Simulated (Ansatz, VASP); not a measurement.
# Two plane-wave programs on Ru

Contents of INCAR:

```
SYSTEM = Ru
AGGAC    = 1.0          
AGGAX    = 1.0          
ALDAC    = 0.0          
ALDAX    = 1.0          
ALGO     = Normal         ! electronic algorithm
EDIFF    = 1E-7           ! SCF threshold, eV
ENCUT    = 520            ! plane-wave cutoff, eV
GGA      = B5             ! functional
ISIF     = 2              ! what is computed and relaxed
ISMEAR   = -1             ! smearing method
LASPH    = .True.         ! aspherical terms in the spheres
LCHARG   = .False.        ! write CHGCAR
LREAL    = .False.        ! projectors in reciprocal space
LWAVE    = .False.        ! write WAVECAR
NBANDS   = 13             ! bands
NELM     = 100            ! most SCF steps
PREC     = Accurate       ! precision mode
SIGMA    = 0.1            ! smearing width, eV
```

Contents of KPOINTS:

```
k-points
0
Gamma
  16 16 16
  0 0 0
```

The input POSCAR:

```
Ru
1.0
   -1.5927298198      1.5927298198      1.5927298198
    1.5927298198     -1.5927298198      1.5927298198
    1.5927298198      1.5927298198     -1.5927298198
Ru
1
Direct
    0.0000000000      0.0000000000      0.0000000000
```

Input for Ansatz:

```yaml
crystal:
  lattice:
    - [-1.5927298198, 1.5927298198, 1.5927298198]
    - [1.5927298198, -1.5927298198, 1.5927298198]
    - [1.5927298198, 1.5927298198, -1.5927298198]
  atoms:
    - { symbol: Ru, position: [0.0, 0.0, 0.0] }
hamiltonian:
  xc: blyp
  pseudopotentials:
    kind: paw
    azcp:
      Ru: "pseudopotentials/Ru.paw.azcp"
basis:
  ecutwfc: 420
  fft_grid_basis: typed
kpoints:
  mp_grid: { grid: [16, 16, 16], shift: [0, 0, 0] }
magnetization:
  spin_polarized: false
scf:
  occupations: { method: fermi_dirac, width: 0.1 }
  lower_state_search: "off"
output:
  stress: true
```

Alike in both runs: task single point; functional BLYP; k mesh 16 × 16 × 16; occupations fermi-dirac, width 0.1 eV; no spin polarisation.

```csv
,VASP,Ansatz
version,VASP 6.6.1,Ansatz 0.2.0
potentials or method,"VASP PAW PBE potentials, release 64 (Ru_pv), cutoff 520 eV","plane waves (420 eV) with PAW, scalar-relativistic"
valence electrons in the cell,14,16
```

Ansatz gave:

- pressure (GPa): -15.0

**Question.** Estimate VASP's values.

**Answer.** Pressure (GPa): -14.6.

VASP's potentials were made for PBE, not for BLYP. VASP's potentials hold 14 valence electrons a cell and Ansatz's 16, so a difference there can come from the potentials and not from the codes.
